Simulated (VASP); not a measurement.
# Sn (Immm) in VASP: single point with PBEsol

Aim: the single point of Sn with PBEsol.

Everything below comes from runs of VASP 6.6.1. Logs are shortened: lines on timing, memory, paths and dates and some standing lists are left out, and cuts for length are marked.

## 1. The cell of the first run

Symmetry: Immm, No. 71, orthorhombic system. Conventional cell: a = 3.712 Å, b = 3.831 Å, c = 3.868 Å, α = 90.00°, β = 90.00°, γ = 90.00°. Within 4.3 Å of Sn (site symmetry mmm) lie 14 Sn at 3.29 to 3.87 Å.

## 2. Single point, PBEsol

INCAR reads:

```
SYSTEM = Sn
PREC = Accurate
ENCUT = 520
EDIFF = 1E-6
ISMEAR = -1
SIGMA = 0.1
LREAL = .False.
LASPH = .True.
NELM = 60
ALGO = Normal
ISIF = 2
LWAVE = .False.
LCHARG = .False.
GGA = PS
NBANDS = 13
```

KPOINTS reads:

```
Automatic mesh
0
Gamma
  8 8 8
  0 0 0
```

POSCAR reads:

```
Sn
1.0
   -1.9341067669      1.8562088451      1.9154921701
    1.9341067669     -1.8562088451      1.9154921701
    1.9341067669      1.8562088451     -1.9154921701
Sn
1
Direct
    0.0033238040     -0.0009931105     -0.0019548735
```

Potentials or basis: VASP PAW PBE potentials, release 64 (Sn_d).

On the command line:

```console
cat potpaw_PBE.64/Sn_d/POTCAR > POTCAR
mpirun -np 1 vasp_std > vasp.out
```

OUTCAR:

```text
SYSTEM = Sn
   PREC = Accurate
   ENCUT = 520
   EDIFF = 1E-6
   ISMEAR = -1
   LREAL = .False.
   LASPH = .True.
   NELM = 60
   ISIF = 2
   GGA = PS

 ion  position               nearest neighbor table
   1  0.003  0.999  0.998-

  LATTYP: Found a body centered orthorhombic cell.
 ALAT       =     3.7124176902
 B/A-ratio  =     1.0319378529
 C/A-ratio  =     1.0419661408

  Lattice vectors:

 A1 = (  -1.9341067669,  -1.8562088451,  -1.9154921701)
 A2 = (  -1.9341067669,   1.8562088451,   1.9154921701)
 A3 = (   1.9341067669,   1.8562088451,  -1.9154921701)

Analysis of symmetry for initial positions (statically):
=====================================================================
 Subroutine PRICEL returns:
 Original cell was already a primitive cell.

 Routine SETGRP: Setting up the symmetry group for a
 body centered orthorhombic supercell.

 Subroutine GETGRP returns: Found  8 space group operations
 (whereof  1 operations were pure point group operations)
 out of a pool of  8 trial point group operations.

The static configuration has the point symmetry C_1 .
 The point group associated with its full space group is D_2h.

Analysis of symmetry for dynamics (positions and initial velocities):
=====================================================================
 Subroutine PRICEL returns:
 Original cell was already a primitive cell.

 Routine SETGRP: Setting up the symmetry group for a
 body centered orthorhombic supercell.

 Subroutine GETGRP returns: Found  8 space group operations
 (whereof  1 operations were pure point group operations)
 out of a pool of  8 trial point group operations.

The dynamic configuration has the point symmetry C_1 .
 The point group associated with its full space group is D_2h.

 Subroutine INISYM returns: Found  8 space group operations
 (whereof  1 operations are pure point group operations),
 and found     1 'primitive' translations

----------------------------------------------------------------------------------------

                                     Primitive cell

  volume of cell :      27.5073

  direct lattice vectors                    reciprocal lattice vectors
    -1.934106767  1.856208845  1.915492170     0.000000000  0.269366241  0.261029519
     1.934106767 -1.856208845  1.915492170     0.258517269  0.000000000  0.261029519
     1.934106767  1.856208845 -1.915492170     0.258517269  0.269366241  0.000000000

  length of vectors
     3.294751966  3.294751966  3.294751966     0.375092764  0.367379352  0.373348832

  position of ions in fractional coordinates (direct lattice)
     0.003323804  0.999006890  0.998045127

  ion indices of the primitive-cell ions
   primitive index   ion index
                 1           1

----------------------------------------------------------------------------------------

 KPOINTS: Automatic mesh

Automatic generation of k-mesh.
 Grid dimensions read from file:
 generate k-points for:    8    8    8

 Generating k-lattice:

  Cartesian coordinates                     Fractional coordinates (reciprocal lattice)
     0.000000000  0.033670780  0.032628690     0.125000000 -0.000000000  0.000000000
     0.032314659  0.000000000  0.032628690    -0.000000000  0.125000000  0.000000000
     0.032314659  0.033670780  0.000000000     0.000000000  0.000000000  0.125000000

  Length of vectors
     0.046886596  0.045922419  0.046668604

  Shift w.r.t. Gamma in fractional coordinates (k-lattice)
     0.000000000  0.000000000  0.000000000

 Subroutine IBZKPT returns following result:
 ===========================================

 Found     95 irreducible k-points:

 Following reciprocal coordinates:
            Coordinates               Weight
  0.000000  0.000000  0.000000      1.000000
  0.125000  0.000000 -0.000000      4.000000
  0.250000  0.000000 -0.000000      4.000000
  0.375000  0.000000 -0.000000      4.000000
  0.500000  0.000000 -0.000000      2.000000
  0.000000  0.125000 -0.000000      4.000000
[... 16 lines left out ...]
  0.125000  0.375000 -0.000000      8.000000
  0.250000  0.375000 -0.000000      8.000000
 [... further k-points ...]
   k-points           NKPTS =     95   k-points in BZ     NKDIM =     95   number of bands    NBANDS=     13
   number of dos      NEDOS =    301   number of ions     NIONS =      1
   total plane-waves  NPLWV =  21952
   dimension x,y,z NGX =    28 NGY =   28 NGZ =   28
   dimension x,y,z NGXF=    56 NGYF=   56 NGZF=   56
   ions per type =               1
   NGX,Y,Z   is equivalent  to a cutoff of  14.13, 14.13, 14.13 a.u.
   NGXF,Y,Z  is equivalent  to a cutoff of  28.26, 28.26, 28.26 a.u.
 SYSTEM =  Sn
   PREC   = accura    normal or accurate (medium, high low for compatibility)
   ISTART =      0    job   : 0-new  1-cont  2-samecut
   ICHARG =      2    charge: 1-file 2-atom 10-const
   ISPIN  =      1    spin polarized calculation?
   LNONCOLLINEAR =      F non collinear calculations
   LSORBIT =      F    spin-orbit coupling
   LASPH  =      T    aspherical Exc in radial PAW
   ENCUT  =  520.0 eV  38.22 Ry    6.18 a.u.   6.13  6.13  6.13*2*pi/ulx,y,z
   NELM   =     60;   NELMIN=  2; NELMDL= -5     # of ELM steps
   EDIFF  = 0.1E-05   stopping-criterion for ELM
   LREAL  =      F    real-space projection
   EDIFFG = 0.1E-04   stopping-criterion for IOM
   NSW    =      0    number of steps for IOM
   IBRION =     -1    ionic relax: 0-MD 1-quasi-New 2-CG
   NFREE  =      0    steps in history (QN), initial steepest desc. (CG)
   ISIF   =      2    stress and relaxation
   ISYM   =      2    0-nonsym 1-usesym 2-fastsym
   POTIM  = 0.5000    time-step for ionic-motion
   TEBEG  =    0.0;   TEEND  =   0.0 temperature during run
   PSTRESS=    0.0 pullay stress
   NELECT =      14.0000    total number of electrons
   NUPDOWN=      -1.0000    fix difference up-down
   EMIN   =  10.00;   EMAX   =-10.00  energy-range for DOS
   EFERMI =   0.00;   METHOD = LEGACY
   ISMEAR =    -1;   SIGMA  =   0.10  broadening in eV -4-tet -1-fermi 0-gaus
   EFERMI_NEDOS =   21; number of points for ismear=-14 and -15
   IALGO  =     38    algorithm
   IMIX   =      4    mixing-type and parameters
     AMIX     =   0.40;   BMIX     =  1.00
     AMIX_MAG =   1.60;   BMIX_MAG =  1.00
  volume/ion in A,a.u.               =      27.51       185.63
  Fermi-wavevector in a.u.,A,eV,Ry     =   1.307078  2.470020 23.244926  1.708454
  Thomas-Fermi vector in A             =   2.437837
   LORBIT       =      0    0 simple, 1 ext, 2 COOP (PROOUT), +10 PAW based schemes
   GGA     = PS    functional components
   LHFCALC =     F    Hartree Fock is set to
   AEXX    =    0.0000 exact exchange contribution
   IVDW    =     0    specifies the selected vdW correction
   LEPSILON=     F    determine dielectric tensor
   LRPA    =     F    only Hartree local field effects (RPA)
 non-spin polarized calculation
  energy-cutoff  :      520.00
  volume of cell :       27.51
 maximum number of plane-waves:       752
 NGX is ok and might be reduce to    28
   NGX = 13   NGY = 13   NGZ = 13

 number of electron      13.9999999 magnetization

 Free energy of the ion-electron system (eV)
  ---------------------------------------------------
  ext. energy  EPLUGINS =         0.00000000
  ---------------------------------------------------
  free energy    TOTEN  =        -4.22172195 eV

  energy without entropy =       -4.19176298  energy(sigma->0) =       -4.20674246

 E-fermi :   7.7074     XC(G=0): -10.4493

 val. band max:        7.6837485290   @ k =   0.5000   0.2500  -0.0000
 cond. band min:       7.7265924788   @ k =  -0.2500   0.3750   0.1250
 fundamental gap:      0.0428439498
 Fermi energy:         7.7074488478

 k-point     1 :       0.0000    0.0000    0.0000
  band No.  band energies     occupation
      1     -13.6600      2.00000
      2     -13.6490      2.00000
      3     -13.6476      2.00000
      4     -13.5266      2.00000
      5     -13.5108      2.00000
      6      -3.2279      2.00000
      7      15.5093      0.00000
      8      15.5444      0.00000
      9      15.7858      0.00000
     10      19.6991      0.00000
     11      19.8357      0.00000
     12      19.9761      0.00000
     13      20.2118      0.00000

 k-point     2 :       0.1250    0.0000   -0.0000
  band No.  band energies     occupation
      1     -13.6620      2.00000
      2     -13.6394      2.00000
      3     -13.6225      2.00000
      4     -13.5266      2.00000
      5     -13.5171      2.00000
      6      -2.8844      2.00000
      7      13.3370      0.00000
      8      14.3823      0.00000
      9      15.1159      0.00000
     10      17.8583      0.00000
     11      18.0957      0.00000
     12      19.7073      0.00000
     13      21.6513      0.00000

 k-point     3 :       0.2500    0.0000   -0.0000
  band No.  band energies     occupation
      1     -13.6782      2.00000
      2     -13.6280      2.00000
      3     -13.5459      2.00000
      4     -13.5293      2.00000
      5     -13.5230      2.00000
      6      -1.8535      2.00000
      7       9.4062      0.00000
      8      12.7174      0.00000
      9      14.0319      0.00000
     10      16.4591      0.00000
     11      16.7820      0.00000
     12      20.3416      0.00000
     13      22.3797      0.00000
[... 305 lines left out ...]
 k-point    23 :       0.1250    0.3750   -0.0000
  band No.  band energies     occupation
      1     -13.6756      2.00000
      2     -13.6203      2.00000
      3     -13.5374      2.00000
      4     -13.5306      2.00000
      5     -13.4591      2.00000
      6       0.8791      2.00000
      7       4.3397      2.00000
      8       9.9782      0.00000
      9      12.6683      0.00000
     10      17.0119      0.00000
     11      18.9975      0.00000
     12      20.5229      0.00000
     13      22.8411      0.00000

 k-point    24 :       0.2500    0.3750   -0.0000
  band No.  band energies     occupation
      1     -13.6639      2.00000
      2     -13.5858      2.00000
      3     -13.5486      2.00000
      4     -13.5213      2.00000
      5     -13.4851      2.00000
      6       2.0075      2.00000
      7       4.4809      2.00000
      8       6.9265      1.99919
      9      11.9928      0.00000
     10      18.5889      0.00000
     11      19.7153      0.00000
     12      20.5159      0.00000
     13      23.7036      0.00000

 [... further k-points ...]

------------------------ aborting loop because EDIFF is reached ----------------------------------------

  FORCE on cell =-STRESS in cart. coord.  units (eV):
  Direction    XX          YY          ZZ          XY          YZ          ZX
  --------------------------------------------------------------------------------------
  -------------------------------------------------------------------------------------
  Total       -0.2764815     -0.4802896     -0.4238808      0.0000000     -0.0000000      0.0000000
  in kB      -16.1038237    -27.9747446    -24.6891799      0.0000000     -0.0000000      0.0000000
  external PRESSURE =     -22.9225827 kB  Pullay stress =       0.0000000 kB

 VOLUME and BASIS-vectors are now :
 -----------------------------------------------------------------------------
  energy-cutoff  :      520.00
  volume of cell :       27.51
      direct lattice vectors                 reciprocal lattice vectors
    -1.934106767  1.856208845  1.915492170     0.000000000  0.269366241  0.261029519
     1.934106767 -1.856208845  1.915492170     0.258517269  0.000000000  0.261029519
     1.934106767  1.856208845 -1.915492170     0.258517269  0.269366241  0.000000000

 POSITION                                       TOTAL-FORCE (eV/Angst)
 -----------------------------------------------------------------------------------
      3.85608      0.00438      0.00821         0.000000     -0.000000     -0.000000
 -----------------------------------------------------------------------------------
    total drift:                                0.000015      0.000005      0.000004

  FREE ENERGIE OF THE ION-ELECTRON SYSTEM (eV)
  ---------------------------------------------------
  free  energy   TOTEN  =        -4.2217219495 eV

  energy  without entropy=       -4.1917629758  energy(sigma->0) =       -4.20674246
```

It took 22 s on 1 thread of Intel Xeon 6975P-C (Granite Rapids), shared host; peak memory 0.16 GiB.

What came out:

| Quantity | Value |
| --- | --- |
| Free energy | -4.2217 eV |
| Pressure | -2.3 GPa |
| Band gap on the k mesh | zero (band 7 reaches 15.51 eV, above the bottom of band 8 at 5.62 eV) |

Stress tensor (GPa, compression positive):
```
-1.61  0.00  0.00
 0.00 -2.80  0.00
 0.00  0.00 -2.47
```

Caveat: the PAW data sets were made with another functional, which shifts forces and pressure a little; spin-orbit coupling is left out, which moves the levels of the heavy elements.
